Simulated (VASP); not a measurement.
A run of VASP 6.6.1 is set up as follows.

File INCAR:

```
PREC = Accurate ; ENCUT = 650
EDIFF = 1E-6 ; ISMEAR = -1
SIGMA = 0.02 ; LREAL = Auto
LASPH = T ; NELM = 120
ALGO = Normal ; ISIF = 2
LWAVE = F ; LCHARG = T
GGA = CA ; LELF = T
LVHAR = T ; NBANDS = 67
GGA_COMPAT = F
```

File KPOINTS:

```
regular mesh
0
Gamma
  1 1 1
```

Contents of POSCAR:

```
LiH21O11
1.0
    6.7649870000      0.0000000000      0.0000000000
    0.0000000000      6.7649870000      0.0000000000
    0.0000000000      0.0000000000      6.7649870000
O H Li
11 21 1
Direct
    0.7094618216      0.7782128776      0.5358768613
    0.9009182131      0.1842279963      0.7506001120
    0.2105547283      0.7407109578      1.0698764092
    0.3558617334      0.2970589596      0.2869332934
    0.7546355965      0.7509548799     -0.0150776343
    0.7111026230      0.4121959140      0.4583600826
    0.4251005952      0.5941622652      0.7961730008
    0.1249669807      0.8976218284      0.7268897930
    0.4081752116      0.0741021380     -0.1058982079
   -0.0605766131      0.0742943039      0.2313825585
    0.2783597367      0.6739111250      0.4397347696
    0.7624257075      0.9095065519      0.4673179712
    0.5830018594      0.8006667271      0.5641252526
    0.9118716710      0.3296976033      0.7367198193
    1.0335718310      0.0955064659      0.7587893369
    0.3537922541      0.7349311979      1.0753457472
    0.0689875679      0.8894473855      0.8595877568
    0.2551667875      0.1914268276      0.2349893651
    0.3101410247      0.4254110170      0.3296532573
    0.8324775790      0.6321963368     -0.0115447376
    0.7569563696      0.8266386912     -0.1520032485
    0.7856925667      0.5129647699      0.5154333630
    0.8095359237      0.3299045512      0.3982712753
    0.2994979887      0.5774290475      0.8634310753
    0.5244355976      0.6033271017      0.9150793638
    0.2905401001      0.9092404760      0.7689445671
    0.2334963837      0.7829578978      0.5299197175
    0.3310723287     -0.0062380016      0.0020103512
    0.5516196853      0.1095197966     -0.0611826749
    0.0010643036     -0.0594975275      0.2516930188
   -0.0924170290      0.0523282602      0.0979307129
    0.2408873809      0.6720485937      0.2676723547
    0.4361723090      0.4143836492      0.5766456018
```

Potentials or basis: VASP PAW LDA potentials, release 64 (O, H, Li_sv).

The run is started by

```console
$ cat potpaw_LDA.64/O/POTCAR potpaw_LDA.64/H/POTCAR potpaw_LDA.64/Li_sv/POTCAR > POTCAR
$ mpirun -np 1 vasp_gam > vasp.out
```

Q: Predict the band gap on the k mesh.

A: 3.02 eV.

Q: What does it give for the pressure?

A: -2.7 GPa.

Stress tensor (GPa, compression positive):
```
-1.54 -2.43 -0.95
-2.43 -4.23  1.55
-0.95  1.55 -2.32
```

Caveat: the k points lie up to 0.93 Å⁻¹ apart.
